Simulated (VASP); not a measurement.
# WC in VASP: single point with PBE

Aim: the single point of WC with PBE.

All numbers are computed with VASP 6.6.1; they aren't measurements. Logs are shortened: lines on timing, memory, paths and dates and some standing lists are left out, and cuts for length are marked.

### 1 The cell of the first run

The cell holds a slab with vacuum, 24 atoms: a = 5.778 Å, b = 5.778 Å, c = 19.067 Å, α = 90.00°, β = 90.00°, γ = 120.00°.

### 2 Single point, PBE

Contents of INCAR:

```
ALGO = Normal
EDIFF = 1E-6
ENCUT = 520
GGA = PE
ISIF = 2
ISMEAR = -1
LASPH = True
LCHARG = False
LREAL = Auto
LWAVE = False
NBANDS = 126
NELM = 60
PREC = Accurate
SIGMA = 0.05
```

Contents of KPOINTS:

```
k-points
0
Gamma
  3 3 1
```

Contents of POSCAR:

```
WC
1.0
    5.7780001252      0.0000000000      0.0000000000
   -2.8890000626      5.0038948915      0.0000000000
    0.0000000000      0.0000000000     19.0675000000
W C
12 12
Direct
    0.0000000000      0.0000000000      0.0524453000
    0.0000000000      0.0000000000      0.2017121864
    0.0000000000      0.0000000000      0.3547660701
    0.0000000000      0.5000000000      0.0524453000
    0.0000000000      0.5000000000      0.2017121864
    0.0000000000      0.5000000000      0.3547660701
    0.5000000000      0.0000000000      0.0524453000
    0.5000000000      0.0000000000      0.2017121864
    0.5000000000      0.0000000000      0.3547660701
    0.5000000000      0.5000000000      0.0524453000
    0.5000000000      0.5000000000      0.2017121864
    0.5000000000      0.5000000000      0.3547660701
    0.3333333333      0.1666666667      0.1265766000
    0.3333333333      0.1666666667      0.2747065652
    0.3333333333      0.1666666667      0.4129494923
    0.3333333333      0.6666666667      0.1265766000
    0.3333333333      0.6666666667      0.2747065652
    0.3333333333      0.6666666667      0.4129494923
    0.8333333333      0.1666666667      0.1265766000
    0.8333333333      0.1666666667      0.2747065652
    0.8333333333      0.1666666667      0.4129494923
    0.8333333333      0.6666666667      0.1265766000
    0.8333333333      0.6666666667      0.2747065652
    0.8333333333      0.6666666667      0.4129494923
```

Potentials or basis: VASP PAW PBE potentials, release 64 (W_sv, C).

Command:

```
$ cat potpaw_PBE.64/W_sv/POTCAR potpaw_PBE.64/C/POTCAR > POTCAR
$ mpirun -np 1 vasp_std > vasp.out
```

OUTCAR:

```text
EDIFF = 1E-6
   ENCUT = 520
   GGA = PE
   ISIF = 2
   ISMEAR = -1
   LASPH = True
   LREAL = Auto
   NELM = 60
   PREC = Accurate

 ion  position               nearest neighbor table
   1  0.000  0.000  0.052-  13 2.19  22 2.19  19 2.19   2 2.85   7 2.89   7 2.89   4 2.89   4 2.89
                            10 2.89  10 2.89
   2  0.000  0.000  0.202-  14 2.17  23 2.17  20 2.17  13 2.20  22 2.20  19 2.20   1 2.85   8 2.89
                             8 2.89  11 2.89   5 2.89   5 2.89  11 2.89   3 2.92
   3  0.000  0.000  0.355-  15 2.00  24 2.00  21 2.00  14 2.26  23 2.26  20 2.26   9 2.89   9 2.89
                            12 2.89   6 2.89   6 2.89  12 2.89   2 2.92
   4  0.000  0.500  0.052-  16 2.19  19 2.19  22 2.19   5 2.85  10 2.89  10 2.89   7 2.89   1 2.89
                             1 2.89   7 2.89
   5  0.000  0.500  0.202-  17 2.17  20 2.17  23 2.17  16 2.20  19 2.20  22 2.20   4 2.85  11 2.89
                            11 2.89   2 2.89   2 2.89   8 2.89   8 2.89   6 2.92
   6  0.000  0.500  0.355-  18 2.00  21 2.00  24 2.00  17 2.26  20 2.26  23 2.26  12 2.89  12 2.89
                             3 2.89   3 2.89   9 2.89   9 2.89   5 2.92
   7  0.500  0.000  0.052-  19 2.19  16 2.19  13 2.19   8 2.85   1 2.89   1 2.89   4 2.89  10 2.89
                            10 2.89   4 2.89
   8  0.500  0.000  0.202-  20 2.17  17 2.17  14 2.17  19 2.20  16 2.20  13 2.20   7 2.85   2 2.89
                             2 2.89  11 2.89  11 2.89   5 2.89   5 2.89   9 2.92
   9  0.500  0.000  0.355-  21 2.00  18 2.00  15 2.00  20 2.26  17 2.26  14 2.26   3 2.89   3 2.89
[... 26 lines left out ...]
 A1 = (   5.7780001252,   0.0000000000,   0.0000000000)
 A2 = (  -2.8890000626,   5.0038948915,   0.0000000000)
 A3 = (   0.0000000000,   0.0000000000,  19.0675000000)

Analysis of symmetry for initial positions (statically):
=====================================================================
 Subroutine PRICEL returns following result:

  LATTYP: Found a hexagonal cell.
 ALAT       =     2.8890000626
 C/A-ratio  =     6.6000344710

  Lattice vectors:

 A1 = (   2.8890000626,   0.0000000000,   0.0000000000)
 A2 = (  -1.4445000313,   2.5019474457,   0.0000000000)
 A3 = (   0.0000000000,   0.0000000000,  19.0675000000)

   4 primitive cells build up your supercell.

 Routine SETGRP: Setting up the symmetry group for a
 hexagonal supercell.

 Subroutine GETGRP returns: Found  6 space group operations
 (whereof  6 operations were pure point group operations)
 out of a pool of 24 trial point group operations.

The static configuration has the point symmetry C_3v.

Analysis of symmetry for dynamics (positions and initial velocities):
=====================================================================
[... 116 lines left out ...]
   TEBEG  =    0.0;   TEEND  =   0.0 temperature during run
   PSTRESS=    0.0 pullay stress
   NELECT =     216.0000    total number of electrons
   NUPDOWN=      -1.0000    fix difference up-down
   EMIN   =  10.00;   EMAX   =-10.00  energy-range for DOS
   EFERMI =   0.00;   METHOD = LEGACY
   ISMEAR =    -1;   SIGMA  =   0.05  broadening in eV -4-tet -1-fermi 0-gaus
   EFERMI_NEDOS =   21; number of points for ismear=-14 and -15
   IALGO  =     38    algorithm
   IMIX   =      4    mixing-type and parameters
     AMIX     =   0.40;   BMIX     =  1.00
     AMIX_MAG =   1.60;   BMIX_MAG =  1.00
  volume/ion in A,a.u.               =      22.97       155.01
  Fermi-wavevector in a.u.,A,eV,Ry     =   1.197934  2.263767 19.524987  1.435046
  Thomas-Fermi vector in A             =   2.333836
   LORBIT       =      0    0 simple, 1 ext, 2 COOP (PROOUT), +10 PAW based schemes
   GGA     = PE    functional components
   LHFCALC =     F    Hartree Fock is set to
   AEXX    =    0.0000 exact exchange contribution
   IVDW    =     0    specifies the selected vdW correction
   LEPSILON=     F    determine dielectric tensor
   LRPA    =     F    only Hartree local field effects (RPA)
 non-spin polarized calculation
  energy-cutoff  :      520.00
  volume of cell :      551.29
 maximum number of plane-waves:     14891
 NGX is ok and might be reduce to    48
   NGX = 21   NGY = 21   NGZ = 71

 number of electron     215.9999970 magnetization

 Free energy of the ion-electron system (eV)
  ---------------------------------------------------
  ext. energy  EPLUGINS =         0.00000000
  ---------------------------------------------------
  free energy    TOTEN  =      -252.03567276 eV

  energy without entropy =     -252.01476733  energy(sigma->0) =     -252.02522004

 E-fermi :   2.2383     XC(G=0):  -7.2555

 val. band max:        2.1841598834   @ k =   0.0000   0.0000   0.0000
 cond. band min:       2.4304027869   @ k =   0.3333   0.0000   0.0000
 fundamental gap:      0.2462429035
 Fermi energy:         2.2382647409

 k-point     1 :       0.0000    0.0000    0.0000
  band No.  band energies     occupation
      1     -72.0110      2.00000
      2     -71.9482      2.00000
      3     -71.9482      2.00000
      4     -71.9482      2.00000
      5     -71.9263      2.00000
      6     -71.8861      2.00000
[... 358 lines left out ...]
    119       4.0709      0.00000
    120       4.2693      0.00000
 [bands above 120 left out]

------------------------ aborting loop because EDIFF is reached ----------------------------------------

  FORCE on cell =-STRESS in cart. coord.  units (eV):
  Direction    XX          YY          ZZ          XY          YZ          ZX
  --------------------------------------------------------------------------------------
  -------------------------------------------------------------------------------------
  Total       17.9098564     17.9098564     -2.5469434      0.0000000     -0.0000000     -0.0000000
  in kB       52.0502962     52.0502962     -7.4020225      0.0000000     -0.0000000     -0.0000000
  external PRESSURE =      32.2328567 kB  Pullay stress =       0.0000000 kB

 VOLUME and BASIS-vectors are now :
 -----------------------------------------------------------------------------
  energy-cutoff  :      520.00
  volume of cell :      551.29
      direct lattice vectors                 reciprocal lattice vectors
     5.778000125  0.000000000  0.000000000     0.173070263  0.099922163  0.000000000
    -2.889000063  5.003894891  0.000000000     0.000000000  0.199844326  0.000000000
     0.000000000  0.000000000 19.067500000     0.000000000  0.000000000  0.052445260

 POSITION                                       TOTAL-FORCE (eV/Angst)
 -----------------------------------------------------------------------------------
      0.00000      0.00000      1.00000        -0.000000     -0.000000      0.667550
      0.00000      0.00000      3.84615        -0.000000     -0.000000     -0.012273
      0.00000      0.00000      6.76450        -0.000000      0.000000     -0.050136
     -1.44450      2.50195      1.00000        -0.000000     -0.000000      0.667550
     -1.44450      2.50195      3.84615        -0.000000     -0.000000     -0.012273
     -1.44450      2.50195      6.76450        -0.000000      0.000000     -0.050136
[... 16 lines left out ...]
      2.88900      3.33593      5.23797        -0.000000      0.000000      0.008593
      2.88900      3.33593      7.87391        -0.000000     -0.000000      0.105217
 -----------------------------------------------------------------------------------
    total drift:                                0.000001     -0.000000      0.072031

  FREE ENERGIE OF THE ION-ELECTRON SYSTEM (eV)
  ---------------------------------------------------
  free  energy   TOTEN  =      -252.0356727612 eV

  energy  without entropy=     -252.0147673277  energy(sigma->0) =     -252.02522004
```

stdout:

```text
POSCAR found type information on POSCAR W C
 POSCAR found :  2 types and      24 ions
 scaLAPACK will be used
 LDA part: xc-table for (Slater+PW92), standard interpolation
 POSCAR, INCAR and KPOINTS ok, starting setup
 FFT: planning ... GRIDC
 FFT: planning ... GRID_SOFT
 FFT: planning ... GRID
 WAVECAR not read
 entering main loop
```

Run time: 23 min. Hardware: 1 thread of Intel Xeon 8259CL, shared host; peak memory 0.72 GiB.

Results:

```
Free energy            : -252.0357 eV
Largest force          : 0.719 eV/Å
Band gap on the k mesh : zero (bands 108 and 109 overlap by 1.08 eV)
```

Forces on the atoms (eV/Å):
```
W    0.000  0.000  0.668
W    0.000  0.000 -0.012
W    0.000  0.000 -0.050
W    0.000  0.000  0.668
W    0.000  0.000 -0.012
W    0.000  0.000 -0.050
W    0.000  0.000  0.668
W    0.000  0.000 -0.012
W    0.000  0.000 -0.050
W    0.000  0.000  0.668
W    0.000  0.000 -0.012
W    0.000  0.000 -0.050
C    0.000  0.000 -0.719
C    0.000  0.000  0.009
C    0.000  0.000  0.105
C    0.000  0.000 -0.719
C    0.000  0.000  0.009
C    0.000  0.000  0.105
C    0.000  0.000 -0.719
C    0.000  0.000  0.009
C    0.000  0.000  0.105
C    0.000  0.000 -0.719
C    0.000  0.000  0.009
C    0.000  0.000  0.105
```

Caveat: the k points lie up to 0.42 Å⁻¹ apart, too coarse for converged energies and pressures of a metal; there is no dipole correction, which matters where the two faces differ; spin-orbit coupling is left out, which moves the levels of the heavy elements.

The gap in the log of VASP goes by the Fermi energy; the results here count the filled bands.